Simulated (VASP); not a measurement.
# ScAgTe2 (Pmmn) in VASP: single point with PBEsol

Aim: the single point of ScAgTe2 with PBEsol.

Everything below comes from runs of VASP 6.6.1. Logs are shortened: lines on timing, memory, paths and dates and some standing lists are left out, and cuts for length are marked.

## (1) The cell of the first run

It takes space group Pmmn (No. 59, orthorhombic). Conventional cell: a = 4.153 Å, b = 5.542 Å, c = 8.803 Å, α = 90.00°, β = 90.00°, γ = 90.00°. Within 3.8 Å of Ag (site symmetry mm2) lie 6 Te at 2.87 to 3.33 Å and 4 Sc at 3.67 Å. Te (site symmetry mm2) has 2 Sc at 2.86 Å and 4 Ag at 2.87 to 3.33 Å and 7 Te at 3.93 to 4.16 Å within 4.2 Å. Te (site symmetry mm2) has 4 Sc at 2.89 to 3.02 Å and 2 Ag at 2.91 Å and 4 Te at 3.72 Å within 3.8 Å. Within 3.8 Å of Sc (site symmetry mm2) lie 6 Te at 2.86 to 3.02 Å and 4 Ag at 3.67 Å.

## (2) Single point, PBEsol

Input file INCAR:

```
SYSTEM = ScAgTe2
PREC = Accurate
ENCUT = 520
EDIFF = 1E-6
ISMEAR = -1
SIGMA = 0.03
LREAL = .FALSE.
LASPH = .TRUE.
NELM = 60
ALGO = Normal
ISIF = 2
LWAVE = .FALSE.
LCHARG = .TRUE.
GGA = PS
LELF = .TRUE.
LVHAR = .TRUE.
NBANDS = 44
```

Input file KPOINTS:

```
Automatic mesh
0
G
  6 4 4
  0 0 0
```

Input file POSCAR:

```
ScAgTe2
1.0
    4.1529297079      0.0000000000      0.0000000000
    0.0000000000      5.5421887271      0.0000000000
    0.0000000000      0.0000000000      8.8034474405
Ag Te Sc
2 4 2
Direct
    0.0000000000      0.0000000000      0.8099376324
    0.5000000000      0.5000000000      0.1900623676
    0.0000000000      0.5000000000      0.8948517042
    0.5000000000      0.0000000000      0.1051482958
    0.0000000000      0.5000000000      0.4223077725
    0.5000000000      0.0000000000      0.5776922275
    0.0000000000      0.0000000000      0.3285973856
    0.5000000000      0.5000000000      0.6714026144
```

Potentials or basis: VASP PAW PBE potentials, release 64 (Ag, Te, Sc_sv).

Launch:

```
cat potpaw_PBE.64/Ag/POTCAR potpaw_PBE.64/Te/POTCAR potpaw_PBE.64/Sc_sv/POTCAR > POTCAR
mpirun -np 1 vasp_std > vasp.out
```

OUTCAR:

```text
SYSTEM = ScAgTe2
   PREC = Accurate
   ENCUT = 520
   EDIFF = 1E-6
   ISMEAR = -1
   LREAL = .FALSE.
   LASPH = .TRUE.
   NELM = 60
   ISIF = 2
   GGA = PS

 ion  position               nearest neighbor table
   1  0.000  0.000  0.810-   3 2.87   3 2.87   6 2.91   6 2.91   4 3.33   4 3.33
   2  0.500  0.500  0.190-   4 2.87   4 2.87   5 2.91   5 2.91   3 3.33   3 3.33
   3  0.000  0.500  0.895-   8 2.86   8 2.86   1 2.87   1 2.87   2 3.33   2 3.33
   4  0.500  0.000  0.105-   7 2.86   7 2.86   2 2.87   2 2.87   1 3.33   1 3.33
   5  0.000  0.500  0.422-   7 2.89   7 2.89   2 2.91   2 2.91   8 3.02   8 3.02
   6  0.500  0.000  0.578-   8 2.89   8 2.89   1 2.91   1 2.91   7 3.02   7 3.02
   7  0.000  0.000  0.329-   4 2.86   4 2.86   5 2.89   5 2.89   6 3.02   6 3.02
   8  0.500  0.500  0.671-   3 2.86   3 2.86   6 2.89   6 2.89   5 3.02   5 3.02

  LATTYP: Found a simple orthorhombic cell.
 ALAT       =     4.1529297079
 B/A-ratio  =     1.3345250502
 C/A-ratio  =     2.1198161442

  Lattice vectors:

 A1 = (   4.1529297079,   0.0000000000,   0.0000000000)
 A2 = (   0.0000000000,   5.5421887271,   0.0000000000)
 A3 = (   0.0000000000,   0.0000000000,   8.8034474405)

Analysis of symmetry for initial positions (statically):
=====================================================================
 Subroutine PRICEL returns:
 Original cell was already a primitive cell.

 Routine SETGRP: Setting up the symmetry group for a
 simple orthorhombic supercell.

 Subroutine GETGRP returns: Found  8 space group operations
 (whereof  4 operations were pure point group operations)
 out of a pool of  8 trial point group operations.

The static configuration has the point symmetry C_2v.
 The point group associated with its full space group is D_2h.

Analysis of symmetry for dynamics (positions and initial velocities):
=====================================================================
 Subroutine PRICEL returns:
 Original cell was already a primitive cell.

 Routine SETGRP: Setting up the symmetry group for a
 simple orthorhombic supercell.

 Subroutine GETGRP returns: Found  8 space group operations
 (whereof  4 operations were pure point group operations)
 out of a pool of  8 trial point group operations.

The dynamic configuration has the point symmetry C_2v.
 The point group associated with its full space group is D_2h.

 Subroutine INISYM returns: Found  8 space group operations
 (whereof  4 operations are pure point group operations),
 and found     1 'primitive' translations

----------------------------------------------------------------------------------------

                                     Primitive cell

  volume of cell :     202.6230

  direct lattice vectors                    reciprocal lattice vectors
     4.152929708  0.000000000  0.000000000     0.240793866  0.000000000  0.000000000
     0.000000000  5.542188727  0.000000000     0.000000000  0.180434130  0.000000000
     0.000000000  0.000000000  8.803447440     0.000000000  0.000000000  0.113591864

  length of vectors
     4.152929708  5.542188727  8.803447440     0.240793866  0.180434130  0.113591864

  position of ions in fractional coordinates (direct lattice)
     0.000000000  0.000000000  0.809937632
     0.500000000  0.500000000  0.190062368
     0.000000000  0.500000000  0.894851704
     0.500000000  0.000000000  0.105148296
     0.000000000  0.500000000  0.422307772
     0.500000000  0.000000000  0.577692228
     0.000000000  0.000000000  0.328597386
     0.500000000  0.500000000  0.671402614

  ion indices of the primitive-cell ions
   primitive index   ion index
                 1           1
                 2           2
                 3           3
                 4           4
                 5           5
                 6           6
                 7           7
                 8           8

----------------------------------------------------------------------------------------

 KPOINTS: Automatic mesh

Automatic generation of k-mesh.
 Grid dimensions read from file:
 generate k-points for:    6    4    4

 Generating k-lattice:

  Cartesian coordinates                     Fractional coordinates (reciprocal lattice)
     0.040132311  0.000000000  0.000000000     0.166666667  0.000000000  0.000000000
     0.000000000  0.045108532  0.000000000     0.000000000  0.250000000  0.000000000
     0.000000000  0.000000000  0.028397966     0.000000000  0.000000000  0.250000000

  Length of vectors
     0.040132311  0.045108532  0.028397966

  Shift w.r.t. Gamma in fractional coordinates (k-lattice)
     0.000000000  0.000000000  0.000000000

 Subroutine IBZKPT returns following result:
 ===========================================

 Found     36 irreducible k-points:

 Following reciprocal coordinates:
            Coordinates               Weight
  0.000000  0.000000  0.000000      1.000000
  0.166667  0.000000  0.000000      2.000000
  0.333333  0.000000  0.000000      2.000000
  0.500000  0.000000  0.000000      1.000000
  0.000000  0.250000  0.000000      2.000000
  0.166667  0.250000  0.000000      4.000000
[... 16 lines left out ...]
  0.333333  0.500000  0.250000      4.000000
  0.500000  0.500000  0.250000      2.000000
 [... further k-points ...]
   k-points           NKPTS =     36   k-points in BZ     NKDIM =     36   number of bands    NBANDS=     44
   number of dos      NEDOS =    301   number of ions     NIONS =      8
   total plane-waves  NPLWV =  94080
   dimension x,y,z NGX =    32 NGY =   42 NGZ =   70
   dimension x,y,z NGXF=    64 NGYF=   84 NGZF=  140
   ions per type =               2   4   2
   NGX,Y,Z   is equivalent  to a cutoff of  12.81, 12.60, 13.22 a.u.
   NGXF,Y,Z  is equivalent  to a cutoff of  25.62, 25.20, 26.44 a.u.
 SYSTEM =  ScAgTe2
   PREC   = accura    normal or accurate (medium, high low for compatibility)
   ISTART =      0    job   : 0-new  1-cont  2-samecut
   ICHARG =      2    charge: 1-file 2-atom 10-const
   ISPIN  =      1    spin polarized calculation?
   LNONCOLLINEAR =      F non collinear calculations
   LSORBIT =      F    spin-orbit coupling
   LASPH  =      T    aspherical Exc in radial PAW
   ENCUT  =  520.0 eV  38.22 Ry    6.18 a.u.   7.72 10.30 16.37*2*pi/ulx,y,z
   NELM   =     60;   NELMIN=  2; NELMDL= -5     # of ELM steps
   EDIFF  = 0.1E-05   stopping-criterion for ELM
   LREAL  =      F    real-space projection
   EDIFFG = 0.1E-04   stopping-criterion for IOM
   NSW    =      0    number of steps for IOM
   IBRION =     -1    ionic relax: 0-MD 1-quasi-New 2-CG
   NFREE  =      0    steps in history (QN), initial steepest desc. (CG)
   ISIF   =      2    stress and relaxation
   ISYM   =      2    0-nonsym 1-usesym 2-fastsym
   POTIM  = 0.5000    time-step for ionic-motion
   TEBEG  =    0.0;   TEEND  =   0.0 temperature during run
   PSTRESS=    0.0 pullay stress
   NELECT =      68.0000    total number of electrons
   NUPDOWN=      -1.0000    fix difference up-down
   EMIN   =  10.00;   EMAX   =-10.00  energy-range for DOS
   EFERMI =   0.00;   METHOD = LEGACY
   ISMEAR =    -1;   SIGMA  =   0.03  broadening in eV -4-tet -1-fermi 0-gaus
   EFERMI_NEDOS =   21; number of points for ismear=-14 and -15
   IALGO  =     38    algorithm
   IMIX   =      4    mixing-type and parameters
     AMIX     =   0.40;   BMIX     =  1.00
     AMIX_MAG =   1.60;   BMIX_MAG =  1.00
  volume/ion in A,a.u.               =      25.33       170.92
  Fermi-wavevector in a.u.,A,eV,Ry     =   1.137666  2.149878 17.609813  1.294285
  Thomas-Fermi vector in A             =   2.274371
   LORBIT       =      0    0 simple, 1 ext, 2 COOP (PROOUT), +10 PAW based schemes
   GGA     = PS    functional components
   LHFCALC =     F    Hartree Fock is set to
   AEXX    =    0.0000 exact exchange contribution
   IVDW    =     0    specifies the selected vdW correction
   LEPSILON=     F    determine dielectric tensor
   LRPA    =     F    only Hartree local field effects (RPA)
 non-spin polarized calculation
  energy-cutoff  :      520.00
  volume of cell :      202.62
 maximum number of plane-waves:      5490
 NGX is ok and might be reduce to    32
   NGX = 15   NGY = 21   NGZ = 33

 number of electron      68.0000012 magnetization

 Free energy of the ion-electron system (eV)
  ---------------------------------------------------
  ext. energy  EPLUGINS =         0.00000000
  ---------------------------------------------------
  free energy    TOTEN  =       -39.54638269 eV

  energy without entropy =      -39.54534268  energy(sigma->0) =      -39.54586268

 E-fermi :   6.7558     XC(G=0): -10.2494

 val. band max:        6.7466804263   @ k =   0.0000   0.0000   0.5000
 cond. band min:       6.7596466749   @ k =   0.0000   0.0000   0.0000
 fundamental gap:      0.0129662486
 Fermi energy:         6.7558211923

 k-point     1 :       0.0000    0.0000    0.0000
  band No.  band energies     occupation
      1     -43.5697      2.00000
      2     -43.5691      2.00000
      3     -22.3133      2.00000
      4     -22.3083      2.00000
      5     -22.2807      2.00000
      6     -22.2784      2.00000
[... 36 lines left out ...]
     43       8.7860      0.00000
     44       9.1567      0.00000

 k-point     2 :       0.1667    0.0000    0.0000
  band No.  band energies     occupation
      1     -43.5694      2.00000
      2     -43.5689      2.00000
      3     -22.3125      2.00000
      4     -22.3083      2.00000
      5     -22.2865      2.00000
      6     -22.2844      2.00000
[... 36 lines left out ...]
     43       8.7101      0.00000
     44       8.7907      0.00000

 k-point     3 :       0.3333    0.0000    0.0000
  band No.  band energies     occupation
      1     -43.5688      2.00000
      2     -43.5686      2.00000
      3     -22.3109      2.00000
      4     -22.3084      2.00000
      5     -22.2978      2.00000
      6     -22.2965      2.00000
[... 976 lines left out ...]
     43       9.4420      0.00000
     44       9.4420      0.00000

 k-point    24 :       0.5000    0.5000    0.2500
  band No.  band energies     occupation
      1     -43.5685      2.00000
      2     -43.5685      2.00000
      3     -22.3121      2.00000
      4     -22.3121      2.00000
      5     -22.3012      2.00000
      6     -22.3012      2.00000
[... 36 lines left out ...]
     43       9.3253      0.00000
     44       9.3253      0.00000

 [... further k-points ...]

------------------------ aborting loop because EDIFF is reached ----------------------------------------

  FORCE on cell =-STRESS in cart. coord.  units (eV):
  Direction    XX          YY          ZZ          XY          YZ          ZX
  --------------------------------------------------------------------------------------
  -------------------------------------------------------------------------------------
  Total        0.0610520      0.1033288      0.1133022      0.0000000      0.0000000      0.0000000
  in kB        0.4827493      0.8170401      0.8959015      0.0000000      0.0000000      0.0000000
  external PRESSURE =       0.7318970 kB  Pullay stress =       0.0000000 kB

 VOLUME and BASIS-vectors are now :
 -----------------------------------------------------------------------------
  energy-cutoff  :      520.00
  volume of cell :      202.62
      direct lattice vectors                 reciprocal lattice vectors
     4.152929708  0.000000000  0.000000000     0.240793866  0.000000000  0.000000000
     0.000000000  5.542188727  0.000000000     0.000000000  0.180434130  0.000000000
     0.000000000  0.000000000  8.803447440     0.000000000  0.000000000  0.113591864

 POSITION                                       TOTAL-FORCE (eV/Angst)
 -----------------------------------------------------------------------------------
      0.00000      0.00000      7.13024         0.000000      0.000000     -0.001106
      2.07646      2.77109      1.67320         0.000000      0.000000      0.001106
      0.00000      2.77109      7.87778         0.000000      0.000000      0.031265
      2.07646      0.00000      0.92567         0.000000      0.000000     -0.031265
      0.00000      2.77109      3.71776         0.000000      0.000000     -0.015831
      2.07646      0.00000      5.08568         0.000000      0.000000      0.015831
      0.00000      0.00000      2.89279         0.000000      0.000000      0.000834
      2.07646      2.77109      5.91066         0.000000      0.000000     -0.000834
 -----------------------------------------------------------------------------------
    total drift:                                0.000000      0.000000      0.000000

  FREE ENERGIE OF THE ION-ELECTRON SYSTEM (eV)
  ---------------------------------------------------
  free  energy   TOTEN  =       -39.5463826860 eV

  energy  without entropy=      -39.5453426830  energy(sigma->0) =      -39.54586268
```

It took 3.4 min on 1 thread of Intel Xeon Platinum 8488C (Sapphire Rapids), shared host; peak memory 0.47 GiB.

What came out:

- Free energy: -39.5464 eV
- Pressure: 0.1 GPa
- Largest force: 0.031 eV/Å
- Band gap on the k mesh: 0.01 eV (least direct gap 0.23 eV)

Forces in eV/Å, atoms in the order of the input:
```
Ag   0.000  0.000 -0.001
Ag   0.000  0.000  0.001
Te   0.000  0.000  0.031
Te   0.000  0.000 -0.031
Te   0.000  0.000 -0.016
Te   0.000  0.000  0.016
Sc   0.000  0.000  0.001
Sc   0.000  0.000 -0.001
```

Caveat: semilocal functionals underestimate gaps, and a narrow one can read as zero; the PAW data sets were made with another functional, which shifts forces and pressure a little; spin-orbit coupling is left out, which moves the levels of the heavy elements. A k mesh can miss the band edges.
